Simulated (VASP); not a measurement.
# C (C2/m) in VASP: further runs

Runs on C. Level: PBE+D3(BJ). Tasks: relaxation of shape and atoms at fixed volume.

All numbers are computed with VASP 6.6.1; they aren't measurements. Logs are shortened: lines on timing, memory, paths and dates and some standing lists are left out, and cuts for length are marked.

### Step 1. The cell of the first run

The typed cell holds 2 atoms: a = 2.437 Å, b = 2.437 Å, c = 3.535 Å, α = 110.12°, β = 110.12°, γ = 60.00°.

### Step 2. Relaxation of shape and atoms at fixed volume, PBE+D3(BJ) (8.34 Å³/atom)

File INCAR:

```
SYSTEM = C
PREC     = Accurate       ! precision mode
ENCUT    = 600            ! plane-wave cutoff, eV
EDIFF    = 1E-7           ! SCF threshold, eV
ISMEAR   = 0              ! smearing method
SIGMA    = 0.02           ! smearing width, eV
LREAL    = .False.        ! projectors in reciprocal space
LASPH    = .True.         ! aspherical terms in the spheres
NELM     = 120            ! most SCF steps
ALGO     = Normal         ! electronic algorithm
ISIF     = 4              ! what is computed and relaxed
LWAVE    = .False.        ! write WAVECAR
LCHARG   = .False.        ! write CHGCAR
GGA      = PE             ! functional
IVDW     = 12             ! dispersion correction
IBRION   = 2              ! ionic algorithm
NSW      = 50             ! ionic steps
EDIFFG   = -0.01          ! ionic threshold
GGA_COMPAT= .False.      
NELMIN   = 4
```

File KPOINTS:

```
Automatic mesh
0
Gamma
  14 14 8
  0 0 0
```

File POSCAR:

```
C
1.0
    2.1105496003     -1.2185295204     -0.0112955856
    2.1105496003      1.2185295204     -0.0112955856
   -1.3872175491      0.0000000000      3.2519042519
C
2
Direct
    0.8333875144      0.8333875144      0.0001641284
    0.1666124856      0.1666124856      0.9998358716
```

Potentials or basis: VASP PAW PBE potentials, release 64 (C).

Launch:

```sh
$ cat potpaw_PBE.64/C/POTCAR > POTCAR
$ mpirun -np 1 vasp_std > vasp.out
```

OUTCAR:

```text
SYSTEM = C
   PREC = Accurate
   ENCUT = 600
   EDIFF = 1E-7
   ISMEAR = 0
   LREAL = .False.
   LASPH = .True.
   NELM = 120
   ISIF = 4
   GGA = PE
   IVDW = 12
   IBRION = 2
   NSW = 50
   EDIFFG = -0.01
   NELMIN = 4
 IVDW          = 12

 ion  position               nearest neighbor table
   1  0.833  0.833  0.000-   2 1.41   2 1.41   2 1.41
   2  0.167  0.167  1.000-   1 1.41   1 1.41   1 1.41

  LATTYP: Found a base centered monoclinic cell.
 ALAT       =     4.2211596537
 B/A-ratio  =     0.5773434887
 C/A-ratio  =     0.8375490777
 COS(beta)  =    -0.3972931591

  Lattice vectors:

 A1 = (   2.1105496003,  -1.2185295204,  -0.0112955856)
 A2 = (   2.1105496003,   1.2185295204,  -0.0112955856)
 A3 = (  -1.3872175491,   0.0000000000,   3.2519042519)

Analysis of symmetry for initial positions (statically):
=====================================================================
 Subroutine PRICEL returns:
 Original cell was already a primitive cell.

 Routine SETGRP: Setting up the symmetry group for a
 base centered monoclinic supercell.

 Subroutine GETGRP returns: Found  4 space group operations
 (whereof  4 operations were pure point group operations)
 out of a pool of  4 trial point group operations.

The static configuration has the point symmetry C_2h.

Analysis of symmetry for dynamics (positions and initial velocities):
=====================================================================
 Subroutine PRICEL returns:
 Original cell was already a primitive cell.

 Routine SETGRP: Setting up the symmetry group for a
 base centered monoclinic supercell.

 Subroutine GETGRP returns: Found  4 space group operations
 (whereof  4 operations were pure point group operations)
 out of a pool of  4 trial point group operations.

The dynamic configuration has the point symmetry C_2h.

 Subroutine INISYM returns: Found  4 space group operations
 (whereof  4 operations are pure point group operations),
 and found     1 'primitive' translations

----------------------------------------------------------------------------------------

                                     Primitive cell

  volume of cell :      16.6881

  direct lattice vectors                    reciprocal lattice vectors
     2.110549600 -1.218529520 -0.011295586     0.237447227 -0.410330642  0.101291715
     2.110549600  1.218529520 -0.011295586     0.237447227  0.410330642  0.101291715
    -1.387217549  0.000000000  3.251904252     0.001649560  0.000000000  0.308215809

  length of vectors
     2.437080507  2.437080507  3.535428375     0.484780809  0.484780809  0.308220223

  position of ions in fractional coordinates (direct lattice)
     0.833387514  0.833387514  0.000164128
     0.166612486  0.166612486  0.999835872

  ion indices of the primitive-cell ions
   primitive index   ion index
                 1           1
                 2           2

----------------------------------------------------------------------------------------

 KPOINTS: Automatic mesh

Automatic generation of k-mesh.
 Grid dimensions read from file:
 generate k-points for:   14   14    8

 Generating k-lattice:

  Cartesian coordinates                     Fractional coordinates (reciprocal lattice)
     0.016960516 -0.029309332  0.007235123     0.071428571  0.000000000 -0.000000000
     0.016960516  0.029309332  0.007235123     0.000000000  0.071428571 -0.000000000
     0.000206195  0.000000000  0.038526976     0.000000000  0.000000000  0.125000000

  Length of vectors
     0.034627201  0.034627201  0.038527528

  Shift w.r.t. Gamma in fractional coordinates (k-lattice)
     0.000000000  0.000000000  0.000000000

 Subroutine IBZKPT returns following result:
 ===========================================

 Found    429 irreducible k-points:

 Following reciprocal coordinates:
            Coordinates               Weight
  0.000000  0.000000  0.000000      1.000000
  0.071429 -0.000000 -0.000000      4.000000
  0.142857 -0.000000  0.000000      4.000000
  0.214286 -0.000000  0.000000      4.000000
  0.285714 -0.000000  0.000000      4.000000
  0.357143 -0.000000  0.000000      4.000000
[... 16 lines left out ...]
  0.214286  0.142857  0.000000      4.000000
  0.285714  0.142857  0.000000      4.000000
 [... further k-points ...]
   k-points           NKPTS =    429   k-points in BZ     NKDIM =    429   number of bands    NBANDS=      8
   number of dos      NEDOS =    301   number of ions     NIONS =      2
   total plane-waves  NPLWV =  11200
   dimension x,y,z NGX =    20 NGY =   20 NGZ =   28
   dimension x,y,z NGXF=    40 NGYF=   40 NGZF=   56
   ions per type =               2
   NGX,Y,Z   is equivalent  to a cutoff of  13.64, 13.64, 13.17 a.u.
   NGXF,Y,Z  is equivalent  to a cutoff of  27.29, 27.29, 26.33 a.u.
 SYSTEM =  C
   PREC   = accura    normal or accurate (medium, high low for compatibility)
   ISTART =      0    job   : 0-new  1-cont  2-samecut
   ICHARG =      2    charge: 1-file 2-atom 10-const
   ISPIN  =      1    spin polarized calculation?
   LNONCOLLINEAR =      F non collinear calculations
   LSORBIT =      F    spin-orbit coupling
   LASPH  =      T    aspherical Exc in radial PAW
   ENCUT  =  600.0 eV  44.10 Ry    6.64 a.u.   4.87  4.87  7.06*2*pi/ulx,y,z
   NELM   =    120;   NELMIN=  4; NELMDL= -5     # of ELM steps
   EDIFF  = 0.1E-06   stopping-criterion for ELM
   LREAL  =      F    real-space projection
   EDIFFG = -.1E-01   stopping-criterion for IOM
   NSW    =     50    number of steps for IOM
   IBRION =      2    ionic relax: 0-MD 1-quasi-New 2-CG
   NFREE  =      1    steps in history (QN), initial steepest desc. (CG)
   ISIF   =      4    stress and relaxation
   ISYM   =      2    0-nonsym 1-usesym 2-fastsym
   POTIM  = 0.5000    time-step for ionic-motion
   TEBEG  =    0.0;   TEEND  =   0.0 temperature during run
   PSTRESS=    0.0 pullay stress
   NELECT =       8.0000    total number of electrons
   NUPDOWN=      -1.0000    fix difference up-down
   EMIN   =  10.00;   EMAX   =-10.00  energy-range for DOS
   EFERMI =   0.00;   METHOD = LEGACY
   ISMEAR =     0;   SIGMA  =   0.02  broadening in eV -4-tet -1-fermi 0-gaus
   EFERMI_NEDOS =   21; number of points for ismear=-14 and -15
   IALGO  =     38    algorithm
   IMIX   =      4    mixing-type and parameters
     AMIX     =   0.40;   BMIX     =  1.00
     AMIX_MAG =   1.60;   BMIX_MAG =  1.00
  volume/ion in A,a.u.               =       8.34        56.31
  Fermi-wavevector in a.u.,A,eV,Ry     =   1.281256  2.421223 22.335556  1.641617
  Thomas-Fermi vector in A             =   2.413636
   LORBIT       =      0    0 simple, 1 ext, 2 COOP (PROOUT), +10 PAW based schemes
   GGA     = PE    functional components
   LHFCALC =     F    Hartree Fock is set to
   AEXX    =    0.0000 exact exchange contribution
   IVDW    =    12    specifies the selected vdW correction
   LEPSILON=     F    determine dielectric tensor
   LRPA    =     F    only Hartree local field effects (RPA)
 conjugate gradient relaxation of ions
 non-spin polarized calculation
 Gauss-broadening in eV      SIGMA  =   0.02
  energy-cutoff  :      600.00
  volume of cell :       16.69
 maximum number of plane-waves:       571
   NGX =  9   NGY =  9   NGZ = 15

--------------------------------------- Ionic step        1  -------------------------------------------

 number of electron       8.0000000 magnetization

 Free energy of the ion-electron system (eV)
  ---------------------------------------------------
  ext. energy  EPLUGINS =         0.00000000
  ---------------------------------------------------
  free energy    TOTEN  =       -18.39116203 eV

  energy without entropy =      -18.39116203  energy(sigma->0) =      -18.39116203

------------------------ aborting loop because EDIFF is reached ----------------------------------------

 Edisp (eV)   -0.32502

 E8    (eV) :    -0.0925

  FORCE on cell =-STRESS in cart. coord.  units (eV):
  Direction    XX          YY          ZZ          XY          YZ          ZX
  --------------------------------------------------------------------------------------
  -------------------------------------------------------------------------------------
  Total       1.71782     1.71774     0.13532     0.00000     0.00000    -0.00903
  in kB     164.92347   164.91501    12.99144     0.00000     0.00000    -0.86742
  external pressure =      114.28 kB  Pullay stress =        0.00 kB
[... 61 lines left out ...]
  energy  without entropy=      -18.7296720682  energy(sigma->0) =      -18.72967207

--------------------------------------- Ionic step        3  -------------------------------------------

 number of electron       8.0000000 magnetization

 Free energy of the ion-electron system (eV)
  ---------------------------------------------------
  ext. energy  EPLUGINS =         0.00000000
  ---------------------------------------------------
  free energy    TOTEN  =       -18.39852303 eV

  energy without entropy =      -18.39852303  energy(sigma->0) =      -18.39852303

 E-fermi :   5.2435     XC(G=0): -10.6985

 val. band max:        5.0402089531   @ k =  -0.3571   0.3571   0.5000
 cond. band min:       5.5054137044   @ k =  -0.3571   0.3571   0.5000
 fundamental gap:      0.4652047512
 Fermi energy:         5.2435030170

 k-point     1 :       0.0000    0.0000    0.0000
  band No.  band energies     occupation
      1     -14.5735      2.00000
      2      -1.0598      2.00000
      3       2.2074      2.00000
      4       2.2080      2.00000
      5       9.9516      0.00000
      6      13.6174      0.00000
      7      13.6178      0.00000
      8      16.5548      0.00000
[... 243 lines left out ...]
 k-point    24 :       0.2857    0.1429    0.0000
  band No.  band energies     occupation
      1     -13.0421      2.00000
      2      -1.6483      2.00000
      3      -0.4456      2.00000
      4       0.0098      2.00000
      5      12.4642      0.00000
      6      12.7127      0.00000
      7      14.9223      0.00000
      8      16.5335      0.00000

 [... further k-points ...]

------------------------ aborting loop because EDIFF is reached ----------------------------------------

 Edisp (eV)   -0.33279

 E8    (eV) :    -0.0950

  FORCE on cell =-STRESS in cart. coord.  units (eV):
  Direction    XX          YY          ZZ          XY          YZ          ZX
  --------------------------------------------------------------------------------------
  -------------------------------------------------------------------------------------
  Total       0.25847     0.25661     0.25480     0.00000     0.00000    -0.00084
  in kB      24.81523    24.63615    24.46237     0.00000     0.00000    -0.08029
  external pressure =       24.64 kB  Pullay stress =        0.00 kB
[... 17 lines left out ...]
  FREE ENERGIE OF THE ION-ELECTRON SYSTEM (eV)
  ---------------------------------------------------
  free  energy   TOTEN  =       -18.7313103755 eV

  energy  without entropy=      -18.7313103755  energy(sigma->0) =      -18.73131038

 reached required accuracy - stopping structural energy minimisation
```

It took 2.5 min on 1 thread of Intel Xeon 8259CL, shared host; peak memory 0.19 GiB.

Results:

- Free energy: -18.7313 eV
- Energy gained by relaxing: 7.6 meV/atom
- Ionic steps: 3
- Pressure after relaxing: 2.5 GPa
- Largest force after relaxing: 0.008 eV/Å
- Dispersion energy per atom: -0.166 eV

Forces on the atoms (eV/Å):
```
C   -0.001  0.000  0.008
C    0.001  0.000 -0.008
```

The path:
```
step  energy change (eV)  largest force (eV/Å)  pressure (GPa)  volume (Å³)
   1              0.0000                0.0021           11.43        16.69
   2             -0.0135                0.0099           -0.36        16.69
   3             -0.0151                0.0075            2.46        16.69
```

Final structure:
```
C
1.0
     2.13097   -1.23031   -0.01143
     2.13097    1.23031   -0.01143
    -1.40117    0.00000    3.19012
C
2
Cartesian
  3.5516 0.0000 -0.0184
  -0.6908 0.0000 3.1857
```

### Step 3. Relaxation of shape and atoms at fixed volume, PBE+D3(BJ) (8.61 Å³/atom)

This run uses another cell than the first one, of 8.61 Å³/atom.

File INCAR:

```
ALGO     = Normal         # electronic algorithm
EDIFF    = 1E-7           # SCF threshold, eV
EDIFFG   = -0.01          # ionic threshold
ENCUT    = 600            # plane-wave cutoff, eV
GGA      = PE             # functional
GGA_COMPAT= False        
IBRION   = 2              # ionic algorithm
ISIF     = 4              # what is computed and relaxed
ISMEAR   = 0              # smearing method
IVDW     = 12             # dispersion correction
LASPH    = True           # aspherical terms in the spheres
LCHARG   = False          # write CHGCAR
LREAL    = False          # projectors in reciprocal space
LWAVE    = False          # write WAVECAR
NELM     = 120            # most SCF steps
NELMIN   = 4            
NSW      = 50             # ionic steps
PREC     = Accurate       # precision mode
SIGMA    = 0.02           # smearing width, eV
```

File KPOINTS:

```
k-points
0
Gamma
  14 14 8
```

File POSCAR:

```
C
1.0
    2.1131113090     -1.2200117517     -0.0106825483
    2.1131113090      1.2200117517     -0.0106825483
   -1.3874482251      0.0000000000      3.3469197197
C
2
Direct
    0.8333715329      0.8333715329      0.0001140592
    0.1666284671      0.1666284671      0.9998859408
```

Potentials or basis: VASP PAW PBE potentials, release 64 (C).

Launch:

```sh
$ cat potpaw_PBE.64/C/POTCAR > POTCAR
$ mpirun -np 1 vasp_std > vasp.out
```

Run time: 2.6 min. Hardware: 1 thread of Intel Xeon 8259CL, shared host; peak memory 0.19 GiB.

The run converged. Its results:

- Free energy: -18.7380 eV
- Energy gained by relaxing: 7.4 meV/atom
- Ionic steps: 3
- Pressure after relaxing: 0.8 GPa
- Largest force after relaxing: 0.005 eV/Å
- Dispersion energy per atom: -0.161 eV

Forces on the atoms (eV/Å):
```
C    0.000  0.000  0.005
C    0.000  0.000 -0.005
```

Step by step:
| step | energy change (eV) | largest force (eV/Å) | pressure (GPa) | volume (Å³) |
| --- | --- | --- | --- | --- |
| 1 | 0.0000 | 0.0010 | 9.52 | 17.22 |
| 2 | -0.0134 | 0.0071 | -1.61 | 17.22 |
| 3 | -0.0147 | 0.0054 | 0.83 | 17.22 |

Final structure:
```
CELL_PARAMETERS angstrom
2.13355 -1.23182 -0.01081
2.13355 1.23182 -0.01081
-1.40140 0.00000 3.28331
ATOMIC_POSITIONS crystal
C 0.83337 0.83337 0.00012
C 0.16663 0.16663 0.99988
```
